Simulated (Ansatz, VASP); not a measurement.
# Co: VASP beside Ansatz

The input INCAR:

```
SYSTEM = Co
PREC     = Accurate       ! precision mode
ENCUT    = 520            ! plane-wave cutoff, eV
EDIFF    = 1E-6           ! SCF threshold, eV
ISMEAR   = 0              ! smearing method
SIGMA    = 0.05           ! smearing width, eV
LREAL    = .False.        ! projectors in reciprocal space
LASPH    = .True.         ! aspherical terms in the spheres
NELM     = 150            ! most SCF steps
ALGO     = Fast           ! electronic algorithm
ISIF     = 2              ! what is computed and relaxed
LWAVE    = .False.        ! write WAVECAR
LCHARG   = .True.         ! write CHGCAR
ISPIN    = 2              ! spin polarisation
MAGMOM   = 1.71 1.71      ! initial moments
LORBIT   = 11             ! projections on sites
LMAXMIX  = 4              ! l up to which the mixer works
GGA      = PS             ! functional
LELF     = .True.         ! ELF
LVHAR    = .True.       
NBANDS   = 20             ! bands
```

The input KPOINTS:

```
regular mesh
0
Gamma
  15 15 8
  0 0 0
```

POSCAR

```
Co
1.0
    2.4208680830      0.0000000000      0.0000000000
   -1.2104340415      2.0965332590      0.0000000000
    0.0000000000      0.0000000000      3.9294452464
Co
2
Direct
    0.3333333333      0.6666666667      0.2500000000
    0.6666666667      0.3333333333      0.7500000000
```

Input for Ansatz:

```yaml
crystal:
  lattice:
    - [2.420868083, 0.0, 0.0]
    - [-1.2104340415, 2.096533259, 0.0]
    - [0.0, 0.0, 3.9294452464]
  atoms:
    - { symbol: Co, position: [0.3333333333, 0.6666666667, 0.25], spin: 1.71 }
    - { symbol: Co, position: [0.6666666667, 0.3333333333, 0.75], spin: 1.71 }
magnetization:
  spin_polarized: true
basis:
  ecutwfc: 420
  fft_grid_basis: typed
kpoints:
  mp_grid: { grid: [15, 15, 8] }
hamiltonian:
  xc: pbesol
scf:
  occupations: { method: gaussian, width: 0.05 }
output:
  forces: true
  stress: true
  eigenvalues: true
  bader: true
  write_density: true
  volumetric_format: npy
  populations: true
  elf: true
```

Alike in both runs: task single point; functional PBEsol; k mesh 15 × 15 × 8; occupations gaussian, width 0.05 eV; collinear spin.

|  | VASP | Ansatz |
| --- | --- | --- |
| version | VASP 6.6.1 | Ansatz 0.2.0 |
| potentials or method | VASP PAW PBE potentials, release 64 (Co), cutoff 520 eV | scalar-relativistic, plane waves, PAW |
| valence electrons in the cell | 18 | 34 |

```tsv
	VASP	Ansatz	Ansatz less VASP
gap on the k mesh at the Fermi level (eV)	none	none	-
pressure (GPa)	9.6	10.7	+1.13
traceless stress, the component that is largest in VASP (GPa)	-1.88	-1.85	+0.034
net moment per atom (μB)	1.55	1.55	+0.002
size of the moment on the site where the two differ most (μB)	1.55	1.61	+0.062
```

VASP's potentials were made for PBE, not for PBEsol. Site moments also hang on the region over which each program counts them. A gap of «none» marks a metal or a gap that the smearing closes. VASP's potentials hold 18 valence electrons a cell and Ansatz's 34, so a difference there can come from the potentials and not from the codes.
